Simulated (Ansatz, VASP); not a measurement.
## One calculation of W, two programs

```
W
1.0
     3.15951    0.00000    0.00000
     0.00000    3.15951    0.00000
     0.00000    0.00000   25.74990
W
4
Cartesian
  0.0000 0.0000 14.6768
  1.5798 1.5798 16.1019
  3.1595 0.0000 17.7688
  1.5798 1.5798 19.1111
```

Alike in both runs: task single point; functional LDA; k mesh 10 × 10 × 1; occupations methfessel-paxton of order 1, width 0.1 eV; no spin polarisation.

|  | VASP | Ansatz |
| --- | --- | --- |
| version | VASP 6.6.1 | Ansatz 0.2.0 |
| potentials or method | VASP PAW LDA potentials, release 64 (W_sv), cutoff 400 eV | scalar-relativistic, plane waves, PAW |
| valence electrons in the cell | 56 | 56 |

```tsv
	VASP	Ansatz	Ansatz less VASP
gap on the k mesh at the Fermi level (eV)	none	none	-
rms of the force components (eV/Å)	0.470	0.505	+0.0357
```

Ansatz warns that its potentials were made for another functional, while VASP's fit it. LDA's correlation is that of Perdew and Zunger in VASP and of Perdew and Wang (1992) in Ansatz. Atom by atom the forces differ by 0.056 eV/Å (rms over components). A gap of «none» marks a metal or a gap that the smearing closes.

Spin-orbit coupling is off throughout.
